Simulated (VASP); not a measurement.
# Sb (Im-3m) in VASP: a series of runs

Sb is run at these levels: LDA; tasks: single point.

All numbers are computed with VASP 6.6.1; they aren't measurements. Logs are shortened: lines on timing, memory, paths and dates and some standing lists are left out, and cuts for length are marked.

**1. The cell of the first run**

The structure is cubic, space group Im-3m (No. 229). The conventional cell has a = 3.260 Å, b = 3.260 Å, c = 3.260 Å, α = 90.00°, β = 90.00°, γ = 90.00°. Sb (site symmetry m-3m) has 14 Sb at 2.82 to 3.26 Å within 3.7 Å.

**2. Single point, LDA**

Contents of INCAR:

```
PREC = Accurate ; ENCUT = 520
EDIFF = 1E-7 ; ISMEAR = -1
SIGMA = 0.08 ; LREAL = False
LASPH = True ; NELM = 80
ALGO = Normal ; ISIF = 2
LWAVE = False ; LCHARG = False
GGA = CA ; NBANDS = 8
```

Contents of KPOINTS:

```
regular mesh
0
Gamma
  14 14 14
```

Contents of POSCAR:

```
Sb
1.0
   -1.6298742622      1.6298742622      1.6298742622
    1.6298742622     -1.6298742622      1.6298742622
    1.6298742622      1.6298742622     -1.6298742622
Sb
1
Direct
    0.0000000000      0.0000000000      0.0000000000
```

Potentials or basis: VASP PAW LDA potentials, release 64 (Sb).

Started as:

```sh
> cat potpaw_LDA.64/Sb/POTCAR > POTCAR
> mpirun -np 1 vasp_std > vasp.out
```

OUTCAR:

```text
PREC = Accurate
   ENCUT = 520
   EDIFF = 1E-7
   ISMEAR = -1
   LREAL = False
   LASPH = True
   NELM = 80
   ISIF = 2
   GGA = CA

 ion  position               nearest neighbor table
   1  0.000  0.000  0.000-

  LATTYP: Found a body centered cubic cell.
 ALAT       =     3.2597485244

  Lattice vectors:

 A1 = (  -1.6298742622,   1.6298742622,   1.6298742622)
 A2 = (   1.6298742622,  -1.6298742622,   1.6298742622)
 A3 = (   1.6298742622,   1.6298742622,  -1.6298742622)

Analysis of symmetry for initial positions (statically):
=====================================================================
 Subroutine PRICEL returns:
 Original cell was already a primitive cell.

 Routine SETGRP: Setting up the symmetry group for a
 body centered cubic supercell.

 Subroutine GETGRP returns: Found 48 space group operations
 (whereof 48 operations were pure point group operations)
 out of a pool of 48 trial point group operations.

The static configuration has the point symmetry O_h .

Analysis of symmetry for dynamics (positions and initial velocities):
=====================================================================
 Subroutine PRICEL returns:
 Original cell was already a primitive cell.

 Routine SETGRP: Setting up the symmetry group for a
 body centered cubic supercell.

 Subroutine GETGRP returns: Found 48 space group operations
 (whereof 48 operations were pure point group operations)
 out of a pool of 48 trial point group operations.

The dynamic configuration has the point symmetry O_h .

 Subroutine INISYM returns: Found 48 space group operations
 (whereof 48 operations are pure point group operations),
 and found     1 'primitive' translations

----------------------------------------------------------------------------------------

                                     Primitive cell

  volume of cell :      17.3190

  direct lattice vectors                    reciprocal lattice vectors
    -1.629874262  1.629874262  1.629874262     0.000000000  0.306772131  0.306772131
     1.629874262 -1.629874262  1.629874262     0.306772131  0.000000000  0.306772131
     1.629874262  1.629874262 -1.629874262     0.306772131  0.306772131  0.000000000

  length of vectors
     2.823025032  2.823025032  2.823025032     0.433841308  0.433841308  0.433841308

  position of ions in fractional coordinates (direct lattice)
     0.000000000  0.000000000  0.000000000

  ion indices of the primitive-cell ions
   primitive index   ion index
                 1           1

----------------------------------------------------------------------------------------

 KPOINTS: regular mesh

Automatic generation of k-mesh.
 Grid dimensions read from file:
 generate k-points for:   14   14   14

 Generating k-lattice:

  Cartesian coordinates                     Fractional coordinates (reciprocal lattice)
     0.000000000  0.021912295  0.021912295     0.071428571  0.000000000  0.000000000
     0.021912295  0.000000000  0.021912295     0.000000000  0.071428571  0.000000000
     0.021912295  0.021912295  0.000000000     0.000000000  0.000000000  0.071428571

  Length of vectors
     0.030988665  0.030988665  0.030988665

  Shift w.r.t. Gamma in fractional coordinates (k-lattice)
     0.000000000  0.000000000  0.000000000

 Subroutine IBZKPT returns following result:
 ===========================================

 Found    104 irreducible k-points:

 Following reciprocal coordinates:
            Coordinates               Weight
  0.000000  0.000000  0.000000      1.000000
  0.071429  0.000000  0.000000     12.000000
  0.142857  0.000000  0.000000     12.000000
  0.214286  0.000000  0.000000     12.000000
  0.285714  0.000000  0.000000     12.000000
  0.357143  0.000000  0.000000     12.000000
[... 16 lines left out ...]
  0.285714  0.285714  0.000000     24.000000
  0.357143  0.285714 -0.000000     24.000000
 [... further k-points ...]
   k-points           NKPTS =    104   k-points in BZ     NKDIM =    104   number of bands    NBANDS=      8
   number of dos      NEDOS =    301   number of ions     NIONS =      1
   total plane-waves  NPLWV =  13824
   dimension x,y,z NGX =    24 NGY =   24 NGZ =   24
   dimension x,y,z NGXF=    48 NGYF=   48 NGZF=   48
   ions per type =               1
   NGX,Y,Z   is equivalent  to a cutoff of  14.13, 14.13, 14.13 a.u.
   NGXF,Y,Z  is equivalent  to a cutoff of  28.27, 28.27, 28.27 a.u.
 SYSTEM =  unknown system
   PREC   = accura    normal or accurate (medium, high low for compatibility)
   ISTART =      0    job   : 0-new  1-cont  2-samecut
   ICHARG =      2    charge: 1-file 2-atom 10-const
   ISPIN  =      1    spin polarized calculation?
   LNONCOLLINEAR =      F non collinear calculations
   LSORBIT =      F    spin-orbit coupling
   LASPH  =      T    aspherical Exc in radial PAW
   ENCUT  =  520.0 eV  38.22 Ry    6.18 a.u.   5.25  5.25  5.25*2*pi/ulx,y,z
   NELM   =     80;   NELMIN=  2; NELMDL= -5     # of ELM steps
   EDIFF  = 0.1E-06   stopping-criterion for ELM
   LREAL  =      F    real-space projection
   EDIFFG = 0.1E-05   stopping-criterion for IOM
   NSW    =      0    number of steps for IOM
   IBRION =     -1    ionic relax: 0-MD 1-quasi-New 2-CG
   NFREE  =      0    steps in history (QN), initial steepest desc. (CG)
   ISIF   =      2    stress and relaxation
   ISYM   =      2    0-nonsym 1-usesym 2-fastsym
   POTIM  = 0.5000    time-step for ionic-motion
   TEBEG  =    0.0;   TEEND  =   0.0 temperature during run
   PSTRESS=    0.0 pullay stress
   NELECT =       5.0000    total number of electrons
   NUPDOWN=      -1.0000    fix difference up-down
   EMIN   =  10.00;   EMAX   =-10.00  energy-range for DOS
   EFERMI =   0.00;   METHOD = LEGACY
   ISMEAR =    -1;   SIGMA  =   0.08  broadening in eV -4-tet -1-fermi 0-gaus
   EFERMI_NEDOS =   21; number of points for ismear=-14 and -15
   IALGO  =     38    algorithm
   IMIX   =      4    mixing-type and parameters
     AMIX     =   0.40;   BMIX     =  1.00
     AMIX_MAG =   1.60;   BMIX_MAG =  1.00
  volume/ion in A,a.u.               =      17.32       116.87
  Fermi-wavevector in a.u.,A,eV,Ry     =   1.081992  2.044668 15.928433  1.170707
  Thomas-Fermi vector in A             =   2.218022
   LORBIT       =      0    0 simple, 1 ext, 2 COOP (PROOUT), +10 PAW based schemes
   GGA     = CA    functional components
   LHFCALC =     F    Hartree Fock is set to
   AEXX    =    0.0000 exact exchange contribution
   IVDW    =     0    specifies the selected vdW correction
   LEPSILON=     F    determine dielectric tensor
   LRPA    =     F    only Hartree local field effects (RPA)
 non-spin polarized calculation
  energy-cutoff  :      520.00
  volume of cell :       17.32
 maximum number of plane-waves:       476
 NGX is ok and might be reduce to    24

 number of electron       5.0000000 magnetization

 Free energy of the ion-electron system (eV)
  ---------------------------------------------------
  ext. energy  EPLUGINS =         0.00000000
  ---------------------------------------------------
  free energy    TOTEN  =        -3.40020076 eV

  energy without entropy =       -3.38892021  energy(sigma->0) =       -3.39456048

 E-fermi :  15.6742     XC(G=0): -12.3733

 val. band max:       15.6581661307   @ k =   0.5000   0.5000   0.3571
 cond. band min:      15.6854261441   @ k =  -0.4286   0.5000   0.3571
 fundamental gap:      0.0272600134
 Fermi energy:        15.6742381764

 k-point     1 :       0.0000    0.0000    0.0000
  band No.  band energies     occupation
      1      -1.7488      2.00000
      2      25.3140      0.00000
      3      25.3140      0.00000
      4      25.3140      0.00000
      5      27.3582      0.00000
      6      27.3584      0.00000
      7      27.3943      0.00000
      8      27.4594      0.00000

 k-point     2 :       0.0714    0.0000    0.0000
  band No.  band energies     occupation
      1      -1.5920      2.00000
      2      23.5743      0.00000
      3      24.3557      0.00000
      4      24.9057      0.00000
      5      26.1905      0.00000
      6      26.3079      0.00000
      7      27.1394      0.00000
      8      28.2883      0.00000

 k-point     3 :       0.1429    0.0000    0.0000
  band No.  band energies     occupation
      1      -1.1209      2.00000
      2      20.4746      0.00000
      3      22.8319      0.00000
      4      23.8605      0.00000
      5      25.1941      0.00000
      6      25.5682      0.00000
      7      27.3599      0.00000
      8      28.7973      0.00000

 k-point     4 :       0.2143    0.0000    0.0000
  band No.  band energies     occupation
      1      -0.3330      2.00000
      2      17.2390      0.00000
      3      21.3607      0.00000
      4      22.7059      0.00000
      5      24.4032      0.00000
      6      24.9387      0.00000
      7      28.0436      0.00000
      8      29.3095      0.00000

 k-point     5 :       0.2857    0.0000    0.0000
  band No.  band energies     occupation
      1       0.7742      2.00000
      2      14.1065      2.00000
      3      20.0937      0.00000
      4      21.7039      0.00000
      5      23.8043      0.00000
      6      24.4563      0.00000
      7      29.0116      0.00000
      8      29.9009      0.00000
[... 177 lines left out ...]
 k-point    22 :       0.3571    0.2143    0.0000
  band No.  band energies     occupation
      1       5.8586      2.00000
      2       8.4216      2.00000
      3      12.8423      2.00000
      4      18.8837      0.00000
      5      25.5872      0.00000
      6      28.4758      0.00000
      7      29.6405      0.00000
      8      30.6914      0.00000

 k-point    23 :       0.2857    0.2857    0.0000
  band No.  band energies     occupation
      1       5.7375      2.00000
      2       9.8346      2.00000
      3      11.1477      2.00000
      4      18.7944      0.00000
      5      26.8409      0.00000
      6      27.0896      0.00000
      7      29.8391      0.00000
      8      32.3068      0.00000

 k-point    24 :       0.3571    0.2857   -0.0000
  band No.  band energies     occupation
      1       7.0578      2.00000
      2       8.6741      2.00000
      3      10.5411      2.00000
      4      18.6705      0.00000
      5      26.8577      0.00000
      6      28.2352      0.00000
      7      28.4924      0.00000
      8      32.4884      0.00000

 [... further k-points ...]
[... 5 lines left out ...]
  --------------------------------------------------------------------------------------
  -------------------------------------------------------------------------------------
  Total        7.5023564      7.5023564      7.5023564     -0.0000000      0.0000000      0.0000000
  in kB      694.0423589    694.0423589    694.0423589     -0.0000000      0.0000000      0.0000000
  external PRESSURE =     694.0423589 kB  Pullay stress =       0.0000000 kB

 VOLUME and BASIS-vectors are now :
 -----------------------------------------------------------------------------
  energy-cutoff  :      520.00
  volume of cell :       17.32
      direct lattice vectors                 reciprocal lattice vectors
    -1.629874262  1.629874262  1.629874262     0.000000000  0.306772131  0.306772131
     1.629874262 -1.629874262  1.629874262     0.306772131  0.000000000  0.306772131
     1.629874262  1.629874262 -1.629874262     0.306772131  0.306772131  0.000000000

 POSITION                                       TOTAL-FORCE (eV/Angst)
 -----------------------------------------------------------------------------------
      0.00000      0.00000      0.00000         0.000000     -0.000000     -0.000000
 -----------------------------------------------------------------------------------
    total drift:                               -0.000000     -0.000000      0.000000

  FREE ENERGIE OF THE ION-ELECTRON SYSTEM (eV)
  ---------------------------------------------------
  free  energy   TOTEN  =        -3.4002007633 eV

  energy  without entropy=       -3.3889202066  energy(sigma->0) =       -3.39456048
```

It took 12 s on 1 thread of AMD EPYC 7R13 (Zen 3), shared host; peak memory 0.1 GiB.

What came out:

| Item | Value |
| --- | --- |
| Free energy | -3.4002 eV |
| Pressure | 69.4 GPa |

Caveat: spin-orbit coupling is left out, which moves the levels of the heavy elements.

**3. Single point, LDA**

Contents of INCAR:

```
SYSTEM = Sb
PREC     = Accurate       ! precision mode
ENCUT    = 520            ! plane-wave cutoff, eV
EDIFF    = 1E-7           ! SCF threshold, eV
ISMEAR   = -1             ! smearing method
SIGMA    = 0.05           ! smearing width, eV
LREAL    = .FALSE.        ! projectors in reciprocal space
LASPH    = .TRUE.         ! aspherical terms in the spheres
NELM     = 80             ! most SCF steps
ALGO     = Normal         ! electronic algorithm
ISIF     = 2              ! what is computed and relaxed
LWAVE    = .FALSE.        ! write WAVECAR
LCHARG   = .FALSE.        ! write CHGCAR
NBANDS   = 8              ! bands
```

Contents of KPOINTS:

```
Automatic mesh
0
G
  14 14 14
  0 0 0
```

POSCAR is that of step 2.

Potentials or basis: VASP PAW LDA potentials, release 64 (Sb).

Started as:

```sh
> cat potpaw_LDA.64/Sb/POTCAR > POTCAR
> mpirun -np 1 vasp_std > vasp.out
```

OUTCAR:

```text
SYSTEM = Sb
   PREC = Accurate
   ENCUT = 520
   EDIFF = 1E-7
   ISMEAR = -1
   LREAL = .FALSE.
   LASPH = .TRUE.
   NELM = 80
   ISIF = 2

 ion  position               nearest neighbor table
   1  0.000  0.000  0.000-

  LATTYP: Found a body centered cubic cell.
 ALAT       =     3.2597485244

  Lattice vectors:

 A1 = (  -1.6298742622,   1.6298742622,   1.6298742622)
 A2 = (   1.6298742622,  -1.6298742622,   1.6298742622)
 A3 = (   1.6298742622,   1.6298742622,  -1.6298742622)

Analysis of symmetry for initial positions (statically):
=====================================================================
 Subroutine PRICEL returns:
 Original cell was already a primitive cell.

 Routine SETGRP: Setting up the symmetry group for a
 body centered cubic supercell.

 Subroutine GETGRP returns: Found 48 space group operations
 (whereof 48 operations were pure point group operations)
 out of a pool of 48 trial point group operations.

The static configuration has the point symmetry O_h .

Analysis of symmetry for dynamics (positions and initial velocities):
=====================================================================
 Subroutine PRICEL returns:
[... 152 lines left out ...]

  energy without entropy =       -3.39124774  energy(sigma->0) =       -3.39387886

 E-fermi :  15.6798     XC(G=0): -12.3734

 val. band max:       15.6580891938   @ k =   0.5000   0.5000   0.3571
 cond. band min:      15.6853295613   @ k =  -0.4286   0.5000   0.3571
 fundamental gap:      0.0272403676
 Fermi energy:        15.6797794778

 k-point     1 :       0.0000    0.0000    0.0000
  band No.  band energies     occupation
      1      -1.7488      2.00000
      2      25.3140      0.00000
      3      25.3140      0.00000
      4      25.3140      0.00000
      5      27.3582      0.00000
      6      27.3584      0.00000
      7      27.3935      0.00000
      8      27.4594      0.00000
[... 243 lines left out ...]
 k-point    24 :       0.3571    0.2857   -0.0000
  band No.  band energies     occupation
      1       7.0577      2.00000
      2       8.6740      2.00000
      3      10.5410      2.00000
      4      18.6705      0.00000
      5      26.8577      0.00000
      6      28.2351      0.00000
      7      28.4924      0.00000
      8      32.4884      0.00000

 [... further k-points ...]
[... 5 lines left out ...]
  --------------------------------------------------------------------------------------
  -------------------------------------------------------------------------------------
  Total        7.5030391      7.5030391      7.5030391     -0.0000000     -0.0000000      0.0000000
  in kB      694.1055160    694.1055160    694.1055160     -0.0000000     -0.0000000      0.0000000
  external PRESSURE =     694.1055160 kB  Pullay stress =       0.0000000 kB

 VOLUME and BASIS-vectors are now :
 -----------------------------------------------------------------------------
  energy-cutoff  :      520.00
  volume of cell :       17.32
      direct lattice vectors                 reciprocal lattice vectors
    -1.629874262  1.629874262  1.629874262     0.000000000  0.306772131  0.306772131
     1.629874262 -1.629874262  1.629874262     0.306772131  0.000000000  0.306772131
     1.629874262  1.629874262 -1.629874262     0.306772131  0.306772131  0.000000000

 POSITION                                       TOTAL-FORCE (eV/Angst)
 -----------------------------------------------------------------------------------
      0.00000      0.00000      0.00000         0.000000      0.000000     -0.000000
 -----------------------------------------------------------------------------------
    total drift:                                0.000000     -0.000000     -0.000000

  FREE ENERGIE OF THE ION-ELECTRON SYSTEM (eV)
  ---------------------------------------------------
  free  energy   TOTEN  =        -3.3965099826 eV

  energy  without entropy=       -3.3912477357  energy(sigma->0) =       -3.39387886
```

OSZICAR:

```text
N       E                     dE             d eps       ncg     rms          rms(c)
DAV:   1     0.638125768982E+01    0.63813E+01   -0.17740E+03  1768   0.422E+02
DAV:   2    -0.334377980652E+01   -0.97250E+01   -0.92470E+01  2216   0.582E+01
DAV:   3    -0.343359299237E+01   -0.89813E-01   -0.89709E-01  2112   0.644E+00
DAV:   4    -0.343379873235E+01   -0.20574E-03   -0.20574E-03  2464   0.345E-01
DAV:   5    -0.343379900086E+01   -0.26851E-06   -0.26748E-06  2080   0.828E-03    0.425E+00
DAV:   6    -0.340981743948E+01    0.23982E-01   -0.13895E-03  2176   0.264E-01    0.260E+00
DAV:   7    -0.339658722871E+01    0.13230E-01   -0.26476E-03  2232   0.372E-01    0.527E-02
DAV:   8    -0.339651066931E+01    0.76559E-04   -0.14474E-04  1936   0.712E-02    0.786E-03
DAV:   9    -0.339651055114E+01    0.11817E-06   -0.17578E-06  2496   0.864E-03    0.400E-03
DAV:  10    -0.339650998239E+01    0.56875E-06   -0.24790E-07  2064   0.333E-03    0.181E-03
DAV:  11    -0.339650998264E+01   -0.24988E-09   -0.24151E-09  1832   0.366E-04
   1 F= -.33965100E+01 E0= -.33938789E+01  d E =-.526225E-02
```

stdout:

```text
POSCAR found type information on POSCAR Sb
 POSCAR found :  1 types and       1 ions
 scaLAPACK will be used
 LDA part: xc-table for (Slater(with rela. corr.)+CA(PZ))
 , standard interpolation
 POSCAR, INCAR and KPOINTS ok, starting setup
 FFT: planning ... GRIDC
 FFT: planning ... GRID_SOFT
 FFT: planning ... GRID
 WAVECAR not read
 entering main loop
```

It took 13 s on 1 thread of AMD EPYC 7R13 (Zen 3), shared host; peak memory 0.11 GiB.

Results:

```
Free energy : -3.3965 eV
Pressure    : 69.4 GPa
```

Levels at points of the mesh, in eV from the Fermi level:
```
           k point  band 1  band 2  band 3  band 4  band 5  band 6
(0.00, 0.00, 0.00)  -17.43    9.63    9.63    9.63   11.68   11.68
(0.50, 0.00, 0.00)  -10.14   -9.07    2.63    4.64    7.38    8.20
(0.50, 0.50, 0.50)   -3.41   -3.41   -3.41   -3.10    1.91    1.91
```

Caveat: spin-orbit coupling is left out, which moves the levels of the heavy elements.
